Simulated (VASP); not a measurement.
Here is a VASP 6.6.1 calculation.

INCAR

```
PREC     = Accurate       # precision mode
ENCUT    = 520            # plane-wave cutoff, eV
EDIFF    = 1E-7           # SCF threshold, eV
ISMEAR   = 0              # smearing method
SIGMA    = 0.1            # smearing width, eV
LREAL    = False          # projectors in reciprocal space
LASPH    = True           # aspherical terms in the spheres
NELM     = 60             # most SCF steps
ALGO     = Normal         # electronic algorithm
ISIF     = 2              # what is computed and relaxed
LWAVE    = False          # write WAVECAR
LCHARG   = False          # write CHGCAR
GGA      = PE             # functional
NBANDS   = 38             # bands
```

File KPOINTS:

```
Automatic mesh
0
Gamma
  4 4 4
```

File POSCAR:

```
Y3AlN4
1.0
    5.0398178000      0.0000000000      0.0000000000
    0.0000000000      5.0398178000      0.0000000000
    0.0000000000      0.0000000000      5.0398178000
Y Al N
3 1 4
Direct
    0.5000000000      0.0000000000      0.5000000000
    0.5000000000      0.5000000000      0.0000000000
    0.0000000000      0.5000000000      0.5000000000
    0.0000000000      0.0000000000      0.0000000000
    0.0000000000      0.5000000000      0.0000000000
    0.5000000000      0.5000000000      0.5000000000
    0.0000000000      0.0000000000      0.5000000000
    0.5000000000      0.0000000000      0.0000000000
```

Potentials or basis: VASP PAW PBE potentials, release 64 (Y_sv, Al, N).

Run with:

```console
$ cat potpaw_PBE.64/Y_sv/POTCAR potpaw_PBE.64/Al/POTCAR potpaw_PBE.64/N/POTCAR > POTCAR
$ mpirun -np 1 vasp_std > vasp.out
```

Question: Predict the band gap on the k mesh.

Answer: Zero (filled and empty bands touch).

Question: Estimate the pressure.

Answer: -18.3 GPa.

Caveat: the cell stands under tension; semilocal functionals underestimate gaps, and a narrow one can read as zero.
